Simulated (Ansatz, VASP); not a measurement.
# Na2PdF6: VASP beside Ansatz

Contents of POSCAR:

```
Na2PdF6
1.0
    5.3549314000      0.0000000000      0.0000000000
   -2.6774657000      4.6375088300      0.0000000000
    0.0000000000      0.0000000000      4.3714300800
F Pd Na
6 1 2
Direct
    0.1500000000      0.8500000000      0.2400000000
    0.1500000000      0.3000000000      0.2400000000
    0.7000000000      0.8500000000      0.2400000000
    0.8500000000      0.1500000000      0.7600000000
    0.3000000000      0.1500000000      0.7600000000
    0.8500000000      0.7000000000      0.7600000000
    0.0000000000      0.0000000000      0.0000000000
    0.6667000000      0.3333000000      0.7000000000
    0.3333000000      0.6667000000      0.3000000000
```

INCAR.step1

```
PREC = Accurate
ENCUT = 520
ISMEAR = 1
SIGMA = 0.0271
LREAL = False
LASPH = True
NELM = 100
NBANDS = 43
GGA = PE
ALGO = Normal
EDIFF = 1E-4
LWAVE = True
LCHARG = False
```

File INCAR.step2:

```
PREC = Accurate
ENCUT = 520
EDIFF = 1E-7
ISMEAR = 1
SIGMA = 0.0271
LREAL = False
LASPH = True
NELM = 100
ALGO = Normal
ISIF = 2
LWAVE = False
LCHARG = True
METAGGA = R2SCAN
LMIXTAU = True
LELF = True
LVHAR = True
NBANDS = 43
ISTART = 1
```

File KPOINTS:

```
Automatic mesh
0
Gamma
  6 6 6
```

Input for Ansatz:

```yaml
crystal:
  lattice:
    - [5.3549314, 0.0, 0.0]
    - [-2.6774657, 4.63750883, 0.0]
    - [0.0, 0.0, 4.37143008]
  atoms:
    - { symbol: F, position: [0.15, 0.85, 0.24] }
    - { symbol: F, position: [0.15, 0.3, 0.24] }
    - { symbol: F, position: [0.7, 0.85, 0.24] }
    - { symbol: F, position: [0.85, 0.15, 0.76] }
    - { symbol: F, position: [0.3, 0.15, 0.76] }
    - { symbol: F, position: [0.85, 0.7, 0.76] }
    - { symbol: Pd, position: [0.0, 0.0, 0.0] }
    - { symbol: Na, position: [0.6667, 0.3333, 0.7] }
    - { symbol: Na, position: [0.3333, 0.6667, 0.3] }
  symmetry: { tolerance: 0.0003 }
kpoints:
  mp_grid: { grid: [6, 6, 6], shift: [0, 0, 0] }
  band_path:
    path:
      - [0.0, 0.0, 0.0]
      - [0.5, 1.2e-07, 0.0]
      - [0.33333333, 0.33333345, 0.0]
      - [0.0, 0.0, 0.0]
      - [0.0, 0.0, 0.5]
      - [0.5, 1.2e-07, 0.5]
      - [0.33333333, 0.33333345, 0.5]
      - [0.0, 0.0, 0.5]
      - [0.5, 1.2e-07, 0.5]
      - [0.5, 1.2e-07, 0.0]
      - [0.33333333, 0.33333345, 0.5]
    npoints: 6
magnetization:
  spin_polarized: false
scf:
  occupations: { method: cold, width: 0.0271 }
  lower_state_search: "off"
  max_iter: 200
hamiltonian:
  pseudopotentials: { kind: paw }
  xc: r2scan
basis:
  ecutwfc: 500
  fft_grid_basis: typed
output:
  forces: true
  stress: true
  eigenvalues: true
  bader: true
  populations: true
  elf: true
  write_potential: true
  volumetric_format: npy
  dos:
    e_range: [-12, 8]
    de: 0.05
    projected: { site_lists: { F: [F], Na: [Na], Pd: [Pd] } }
checkpoint:
  read: saved_state
```

Alike in both runs: task single point; functional r2SCAN; k mesh 6 × 6 × 6; no spin polarisation.

```csv
,VASP,Ansatz
version,VASP 6.6.1,Ansatz 0.2.0
potentials or method,"VASP PAW PBE potentials, release 64 (F, Pd, Na_pv), cutoff 520 eV",PAW plane waves
occupations,"methfessel-paxton of order 1, width 0.0271 eV","cold, width 0.0271 eV"
valence electrons in the cell,66,78
```

VASP gave:

| Item | Value |
| --- | --- |
| gap on the k mesh at the Fermi level (eV) | 4.03 |
| rms of the force components (eV/Å) | 1.299 |

Task: Which values does Ansatz return?

Result: gap on the k mesh at the Fermi level (eV): 4.13; rms of the force components (eV/Å): 1.261.

VASP's potentials were made for PBE, not for r2SCAN. Atom by atom the forces differ by 0.046 eV/Å (rms over components). VASP's potentials hold 66 valence electrons a cell and Ansatz's 78, so a difference there can come from the potentials and not from the codes. Ansatz's warnings: structure snapped to symmetry.
